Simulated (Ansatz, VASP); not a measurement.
# CO2: VASP beside Ansatz

INCAR

```
SYSTEM = CO2
PREC = Accurate
ENCUT = 520
EDIFF = 1E-7
ISMEAR = 0
SIGMA = 0.05
LREAL = .FALSE.
LASPH = .TRUE.
NELM = 100
ALGO = Normal
ISIF = 2
LWAVE = .FALSE.
LCHARG = .FALSE.
GGA = PE
NBANDS = 44
```

KPOINTS

```
Automatic mesh
0
G
  4 4 4
  0 0 0
```

Contents of POSCAR:

```
CO2
1.0
    6.0577362522      0.0000000000      0.0000000000
    0.0000000000      6.0577362522      0.0000000000
    0.0000000000      0.0000000000      6.0577362522
C O
4 8
Direct
    0.0000000000      0.0000000000      0.0000000000
    0.5000000000      0.0000000000      0.5000000000
    0.5000000000      0.5000000000      0.0000000000
    0.0000000000      0.5000000000      0.5000000000
    0.1114834447      0.1114834447      0.1114834447
    0.3885165553      0.8885165553      0.6114834447
    0.6114834447      0.3885165553      0.8885165553
    0.8885165553      0.6114834447      0.3885165553
    0.8885165553      0.8885165553      0.8885165553
    0.6114834447      0.1114834447      0.3885165553
    0.3885165553      0.6114834447      0.1114834447
    0.1114834447      0.3885165553      0.6114834447
```

Input for Ansatz:

```yaml
crystal:
  lattice:
    - [6.0577362522, 0.0, 0.0]
    - [0.0, 6.0577362522, 0.0]
    - [0.0, 0.0, 6.0577362522]
  atoms:
    - { symbol: C, position: [0.0, 0.0, 0.0] }
    - { symbol: C, position: [0.5, 0.0, 0.5] }
    - { symbol: C, position: [0.5, 0.5, 0.0] }
    - { symbol: C, position: [0.0, 0.5, 0.5] }
    - { symbol: O, position: [0.1114834447, 0.1114834447, 0.1114834447] }
    - { symbol: O, position: [0.3885165553, 0.8885165553, 0.6114834447] }
    - { symbol: O, position: [0.6114834447, 0.3885165553, 0.8885165553] }
    - { symbol: O, position: [0.8885165553, 0.6114834447, 0.3885165553] }
    - { symbol: O, position: [0.8885165553, 0.8885165553, 0.8885165553] }
    - { symbol: O, position: [0.6114834447, 0.1114834447, 0.3885165553] }
    - { symbol: O, position: [0.3885165553, 0.6114834447, 0.1114834447] }
    - { symbol: O, position: [0.1114834447, 0.3885165553, 0.6114834447] }
basis:
  ecutwfc: 520.0
kpoints:
  mp_grid: { grid: [4, 4, 4] }
hamiltonian:
  xc: pbe
scf:
  occupations: { method: gaussian, width: 0.05 }
output:
  forces: true
  stress: true
  eigenvalues: true
```

Alike in both runs: task single point; functional PBE; k mesh 4 × 4 × 4; occupations gaussian, width 0.05 eV; no spin polarisation.

|  | VASP | Ansatz |
| --- | --- | --- |
| version | VASP 6.6.1 | Ansatz 0.2.0 |
| potentials or method | VASP PAW PBE potentials, release 64 (C, O), cutoff 520 eV | scalar-relativistic, plane waves, PAW |
| valence electrons in the cell | 64 | 64 |

|  | VASP | Ansatz | Ansatz less VASP |
| --- | --- | --- | --- |
| gap on the k mesh at the Fermi level (eV) | 6.62 | 6.64 | +0.015 |
| least direct gap on the mesh (eV) | 6.62 | 6.64 | +0.015 |
| pressure (GPa) | 1.2 | 0.0 | -1.21 |
| rms of the force components (eV/Å) | 0.301 | 0.000 | -0.3006 |

Atom by atom the forces differ by 0.301 eV/Å (rms over components). One of these differences is far larger than is usual between the two programs; its cause wasn't traced. The functional is the same, so the differences come from potentials, cutoffs and numerics.

Noted on VASP's run: the standard files for N, O and F lose accuracy on very short bonds.
